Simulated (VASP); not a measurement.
## AlNi: single point with PBEsol

The system is AlNi.

```
Al Ni
1.0
     2.02133   -2.02135    0.00000
     2.02133    2.02135    0.00000
     0.00000    0.00000    2.86941
Al Ni
1 1
Cartesian
  0.0000 0.0000 -0.1000
  2.0213 0.0000 1.4347
```

This cell differs from its parent crystal: atom 1 (Al) moved by (+0.000, -0.100) A along [1 1 0] and z.

| Item | Value |
| --- | --- |
| Program | VASP 6.6.1 |
| Task | single point |
| Functional | PBEsol |
| Potentials or basis | VASP PAW PBE potentials, release 64 (Al, Ni) |
| Cutoff | 520 eV |
| k mesh | 20 × 20 × 20 |
| Occupations | gaussian, width 0.15 eV |
| Spin | no spin polarisation |

```json
{
  "Pressure": "0.9 GPa",
  "Largest force": "0.626 eV/Å",
  "Band gap on the k mesh": "zero (an odd number of electrons rules out a gap without spin polarisation)"
}
```

Forces on the atoms (eV/Å):
```
Al   0.000  0.000  0.626
Ni   0.000  0.000 -0.626
```

Stress tensor (GPa, compression positive):
```
1.19 0.00 0.00
0.00 1.19 0.00
0.00 0.00 0.34
```

Levels at points of the mesh, in eV from the Fermi level:
```csv
k point,band 5,band 6,band 7,band 8,band 9,band 10
"(0.00, 0.00, 0.00)",-1.59,-1.59,5.50,5.63,5.63,8.22
"(0.50, 0.00, 0.00)",-2.31,-1.50,-0.65,8.34,10.06,10.15
"(0.50, 0.50, 0.00)",-2.11,-2.11,-1.04,1.51,2.61,12.49
"(0.00, 0.00, 0.50)",-2.30,-1.50,-0.67,8.35,10.08,10.08
"(0.50, 0.00, 0.50)",-2.14,-2.13,-1.04,1.49,2.58,12.56
"(0.50, 0.50, 0.50)",-1.01,1.94,1.94,1.98,3.78,4.58
```

Run time: 8.6 min on 1 thread of Intel Xeon 8259CL, on a shared host, peak memory 0.51 GiB.

Caveat: the cell differs from its parent crystal (atom 1 (Al) moved by (+0.000, -0.100) A along [1 1 0] and z); the PAW data sets were made with another functional, which shifts forces and pressure a little. Spin polarisation is off, so any magnetic state and its effect on volume and gap are missing.
